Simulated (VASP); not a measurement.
# Sb (I4/mmm) in VASP: single point with PBE

Aim: the single point of Sb with PBE.

Program: VASP 6.6.1. These are calculated values, not measurements. Logs are shortened: lines on timing, memory, paths and dates and some standing lists are left out, and cuts for length are marked.

### Step 1. The cell of the first run

The typed cell holds 1 atom: a = 3.282 Å, b = 3.282 Å, c = 3.282 Å, α = 109.46°, β = 109.48°, γ = 109.48°.

The cell was generated, and may not be a known phase.

### Step 2. Single point, PBE

File INCAR:

```
SYSTEM = Sb
ALGO = Normal ; EDIFF = 1E-6
ENCUT = 520 ; GGA = PE
ISIF = 2 ; ISMEAR = 0
LASPH = .TRUE. ; LCHARG = .FALSE.
LREAL = .FALSE. ; LWAVE = .FALSE.
NBANDS = 8 ; NELM = 100
PREC = Accurate ; SIGMA = 0.1
```

File KPOINTS:

```
k-points
0
G
  22 22 22
  0 0 0
```

File POSCAR:

```
Sb
1.0
   -1.8953575621      1.8948594273      1.8948706952
    1.8953575621     -1.8948594273      1.8948706952
    1.8953575621      1.8948594273     -1.8948706952
Sb
1
Direct
    0.0000000000      0.0000000000      0.0000000000
```

Potentials or basis: VASP PAW PBE potentials, release 64 (Sb).

Launch:

```bash
cat potpaw_PBE.64/Sb/POTCAR > POTCAR
mpirun -np 1 vasp_std > vasp.out
```

OUTCAR:

```text
SYSTEM = Sb
   EDIFF = 1E-6
   ENCUT = 520
   GGA = PE
   ISIF = 2
   ISMEAR = 0
   LASPH = .TRUE.
   LREAL = .FALSE.
   NELM = 100
   PREC = Accurate

 ion  position               nearest neighbor table
   1  0.000  0.000  0.000-

  LATTYP: Found a body centered tetragonal cell.
 ALAT       =     3.7897188546
 C/A-ratio  =     1.0002628875

  Lattice vectors:

 A1 = (  -1.8953575621,   1.8948594273,  -1.8948706952)
 A2 = (  -1.8953575621,  -1.8948594273,   1.8948706952)
 A3 = (   1.8953575621,   1.8948594273,   1.8948706952)

Analysis of symmetry for initial positions (statically):
=====================================================================
 Subroutine PRICEL returns:
 Original cell was already a primitive cell.

 Routine SETGRP: Setting up the symmetry group for a
 body centered tetragonal supercell.

 Subroutine GETGRP returns: Found 16 space group operations
 (whereof 16 operations were pure point group operations)
 out of a pool of 16 trial point group operations.

The static configuration has the point symmetry D_4h.

Analysis of symmetry for dynamics (positions and initial velocities):
=====================================================================
 Subroutine PRICEL returns:
 Original cell was already a primitive cell.

 Routine SETGRP: Setting up the symmetry group for a
 body centered tetragonal supercell.

 Subroutine GETGRP returns: Found 16 space group operations
 (whereof 16 operations were pure point group operations)
 out of a pool of 16 trial point group operations.

The dynamic configuration has the point symmetry D_4h.

 Subroutine INISYM returns: Found 16 space group operations
 (whereof 16 operations are pure point group operations),
 and found     1 'primitive' translations

----------------------------------------------------------------------------------------

                                     Primitive cell

  volume of cell :      27.2212

  direct lattice vectors                    reciprocal lattice vectors
    -1.895357562  1.894859427  1.894870695     0.000000000  0.263871817  0.263870248
     1.895357562 -1.894859427  1.894870695     0.263802467  0.000000000  0.263870248
     1.895357562  1.894859427 -1.894870695     0.263802467  0.263871817  0.000000000
[... 74 lines left out ...]
   ISTART =      0    job   : 0-new  1-cont  2-samecut
   ICHARG =      2    charge: 1-file 2-atom 10-const
   ISPIN  =      1    spin polarized calculation?
   LNONCOLLINEAR =      F non collinear calculations
   LSORBIT =      F    spin-orbit coupling
   LASPH  =      T    aspherical Exc in radial PAW
   ENCUT  =  520.0 eV  38.22 Ry    6.18 a.u.   6.10  6.10  6.10*2*pi/ulx,y,z
   NELM   =    100;   NELMIN=  2; NELMDL= -5     # of ELM steps
   EDIFF  = 0.1E-05   stopping-criterion for ELM
   LREAL  =      F    real-space projection
   EDIFFG = 0.1E-04   stopping-criterion for IOM
   NSW    =      0    number of steps for IOM
   IBRION =     -1    ionic relax: 0-MD 1-quasi-New 2-CG
   NFREE  =      0    steps in history (QN), initial steepest desc. (CG)
   ISIF   =      2    stress and relaxation
   ISYM   =      2    0-nonsym 1-usesym 2-fastsym
   POTIM  = 0.5000    time-step for ionic-motion
   TEBEG  =    0.0;   TEEND  =   0.0 temperature during run
   PSTRESS=    0.0 pullay stress
   NELECT =       5.0000    total number of electrons
   NUPDOWN=      -1.0000    fix difference up-down
   EMIN   =  10.00;   EMAX   =-10.00  energy-range for DOS
   EFERMI =   0.00;   METHOD = LEGACY
   ISMEAR =     0;   SIGMA  =   0.10  broadening in eV -4-tet -1-fermi 0-gaus
   EFERMI_NEDOS =   21; number of points for ismear=-14 and -15
   IALGO  =     38    algorithm
   IMIX   =      4    mixing-type and parameters
     AMIX     =   0.40;   BMIX     =  1.00
     AMIX_MAG =   1.60;   BMIX_MAG =  1.00
  volume/ion in A,a.u.               =      27.22       183.70
  Fermi-wavevector in a.u.,A,eV,Ry     =   0.930598  1.758576 11.782825  0.866013
  Thomas-Fermi vector in A             =   2.057003
   LORBIT       =      0    0 simple, 1 ext, 2 COOP (PROOUT), +10 PAW based schemes
   GGA     = PE    functional components
   LHFCALC =     F    Hartree Fock is set to
   AEXX    =    0.0000 exact exchange contribution
   IVDW    =     0    specifies the selected vdW correction
   LEPSILON=     F    determine dielectric tensor
   LRPA    =     F    only Hartree local field effects (RPA)
 non-spin polarized calculation
 Gauss-broadening in eV      SIGMA  =   0.10
  energy-cutoff  :      520.00
  volume of cell :       27.22
 maximum number of plane-waves:       746
   NGX = 13   NGY = 13   NGZ = 13

 number of electron       5.0000000 magnetization

 Free energy of the ion-electron system (eV)
  ---------------------------------------------------
  ext. energy  EPLUGINS =         0.00000000
  ---------------------------------------------------
  free energy    TOTEN  =        -3.91207656 eV

  energy without entropy =       -3.90959987  energy(sigma->0) =       -3.91083821

 E-fermi :   8.3175     XC(G=0): -10.1822

 val. band max:        8.2984668929   @ k =   0.0909   0.3636   0.0909
 cond. band min:       8.3254386227   @ k =   0.3636  -0.2273   0.2273
 fundamental gap:      0.0269717298
 Fermi energy:         8.3175394591

 k-point     1 :       0.0000    0.0000    0.0000
  band No.  band energies     occupation
      1      -4.4499      2.00000
      2      13.7094      0.00000
      3      13.7105      0.00000
      4      13.7105      0.00000
      5      18.8095      0.00000
      6      18.8096      0.00000
      7      18.8137      0.00000
      8      20.0930      0.00000
[... 243 lines left out ...]
 k-point    24 :      -0.0000    0.0909    0.0000
  band No.  band energies     occupation
      1      -4.2788      2.00000
      2      12.4423      0.00000
      3      13.1793      0.00000
      4      13.5692      0.00000
      5      17.8689      0.00000
      6      17.9240      0.00000
      7      19.4779      0.00000
      8      19.5362      0.00000

 [... further k-points ...]
[... 5 lines left out ...]
  --------------------------------------------------------------------------------------
  -------------------------------------------------------------------------------------
  Total       -0.0253962     -0.0233772     -0.0233775      0.0000000      0.0000000     -0.0000000
  in kB       -1.4947629     -1.3759292     -1.3759455      0.0000000      0.0000000     -0.0000000
  external PRESSURE =      -1.4155459 kB  Pullay stress =       0.0000000 kB

 VOLUME and BASIS-vectors are now :
 -----------------------------------------------------------------------------
  energy-cutoff  :      520.00
  volume of cell :       27.22
      direct lattice vectors                 reciprocal lattice vectors
    -1.895357562  1.894859427  1.894870695     0.000000000  0.263871817  0.263870248
     1.895357562 -1.894859427  1.894870695     0.263802467  0.000000000  0.263870248
     1.895357562  1.894859427 -1.894870695     0.263802467  0.263871817  0.000000000

 POSITION                                       TOTAL-FORCE (eV/Angst)
 -----------------------------------------------------------------------------------
      0.00000      0.00000      0.00000        -0.000000      0.000000      0.000000
 -----------------------------------------------------------------------------------
    total drift:                                0.000000      0.000000      0.000000

  FREE ENERGIE OF THE ION-ELECTRON SYSTEM (eV)
  ---------------------------------------------------
  free  energy   TOTEN  =        -3.9120765579 eV

  energy  without entropy=       -3.9095998698  energy(sigma->0) =       -3.91083821
```

stdout:

```text
POSCAR found type information on POSCAR Sb
 POSCAR found :  1 types and       1 ions
 scaLAPACK will be used
 LDA part: xc-table for (Slater+PW92), standard interpolation
 POSCAR, INCAR and KPOINTS ok, starting setup
 FFT: planning ... GRIDC
 FFT: planning ... GRID_SOFT
 FFT: planning ... GRID
 WAVECAR not read
 entering main loop
```

Wall time 51 s (1 thread of Intel Xeon Platinum 8375C at 2.90GHz (Ice Lake), shared host); peak memory 0.28 GiB.

What came out:

| Item | Value |
| --- | --- |
| Free energy | -3.9121 eV |
| Pressure | -0.1 GPa |
| Band gap on the k mesh | zero (an odd number of electrons rules out a gap without spin polarisation) |

Levels at points of the mesh, in eV from the Fermi level:
| k point | band 1 | band 2 | band 3 | band 4 | band 5 |
| --- | --- | --- | --- | --- | --- |
| (0.00, 0.00, 0.00) | -12.77 | 5.39 | 5.39 | 5.39 | 10.49 |
| (0.50, 0.00, 0.00) | -8.80 | -5.53 | 1.65 | 3.69 | 6.37 |
| (0.00, 0.50, 0.00) | -8.80 | -5.53 | 1.65 | 3.69 | 6.37 |
| (0.50, 0.50, 0.50) | -5.65 | -1.98 | -1.98 | -1.98 | 2.99 |

Caveat: spin-orbit coupling is left out, which moves the levels of the heavy elements.

The gap in the log of VASP goes by the Fermi energy; the results here count the filled bands.